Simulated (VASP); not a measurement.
Here is a VASP 6.6.1 calculation.

Contents of INCAR:

```
SYSTEM = MgO
ALGO = Normal
EDIFF = 1E-6
ENCUT = 520
GGA = PS
ISIF = 2
ISMEAR = 0
LASPH = .True.
LCHARG = .False.
LREAL = .False.
LWAVE = .False.
NBANDS = 11
NELM = 100
PREC = Accurate
SIGMA = 0.05
```

The input KPOINTS:

```
k-points
0
Gamma
  10 10 10
  0 0 0
```

The input POSCAR:

```
MgO
1.0
    0.0000000000      2.1351500000      2.1351500000
    2.1351500000      0.0000000000      2.1351500000
    2.1351500000      2.1351500000      0.0000000000
Mg O
1 1
Direct
    0.0000000000      0.0000000000      0.0000000000
    0.5000000000      0.5000000000      0.3012954272
```

Potentials or basis: VASP PAW PBE potentials, release 64 (Mg, O).

Command:

```bash
$ cat potpaw_PBE.64/Mg/POTCAR potpaw_PBE.64/O/POTCAR > POTCAR
$ mpirun -np 1 vasp_std > vasp.out
```

Estimate the band gap on the k mesh.

4.04 eV, indirect (least direct gap 4.10 eV).

What does it give for the pressure?

24.9 GPa.

Estimate the largest force.

3.840 eV/Å.

Stress tensor (GPa, compression positive):
```
 42.44 -19.17   0.00
-19.17  42.44   0.00
  0.00   0.00 -10.29
```

Caveat: the cell differs from its parent crystal (atom 2 (O) moved by (-0.600, +0.000) A along [1 1 0] and z); the PAW data sets were made with another functional, which shifts forces and pressure a little. A k mesh can miss the band edges.
